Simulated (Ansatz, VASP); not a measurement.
# One calculation of Ru14W, two programs

```
CELL_PARAMETERS angstrom
4.07944 2.35526 0.00000
-4.07944 2.35526 0.00000
0.00000 0.00000 20.59361
ATOMIC_POSITIONS crystal
Ru 0.33333 0.33358 0.29413
Ru 0.66692 0.00000 0.29413
Ru 0.99975 0.66642 0.29413
Ru 0.33333 0.00000 0.39519
Ru 0.66667 0.66667 0.39352
Ru 0.00000 0.33333 0.39352
Ru 0.33333 0.33543 0.49891
Ru 0.66877 0.00000 0.49891
Ru 0.99790 0.66457 0.49891
Ru 0.66667 0.66667 0.60582
Ru 0.00000 0.33333 0.60582
Ru 0.33333 0.33573 0.70659
Ru 0.66906 0.00000 0.70659
Ru 0.99760 0.66427 0.70659
W 0.33333 0.00000 0.60722
```

Alike in both runs: functional PBE; k mesh 9 × 9 × 1; occupations methfessel-paxton of order 1, width 0.1 eV; no spin polarisation.

Ansatz relaxed the structure, and its values are those at the end. VASP's run is a single point on that final structure, the one shown.

|  | VASP | Ansatz |
| --- | --- | --- |
| version | VASP 6.6.1 | Ansatz 0.2.0 |
| potentials or method | VASP PAW PBE potentials, release 64 (Ru_pv, W_sv), cutoff 520 eV | scalar-relativistic, plane waves, PAW |
| valence electrons in the cell | 210 | 238 |

|  | VASP | Ansatz | Ansatz less VASP |
| --- | --- | --- | --- |
| gap on the k mesh at the Fermi level (eV) | none | none | - |
| rms of the force components (eV/Å) | 0.012 | 0.001 | -0.0109 |

A gap of «none» marks a metal or a gap that the smearing closes. VASP's potentials hold 210 valence electrons a cell and Ansatz's 238, so a difference there can come from the potentials and not from the codes. Ansatz's warnings: vacuum density over bound, xc potential rough in thin density.

Neither program's run includes spin-orbit coupling.
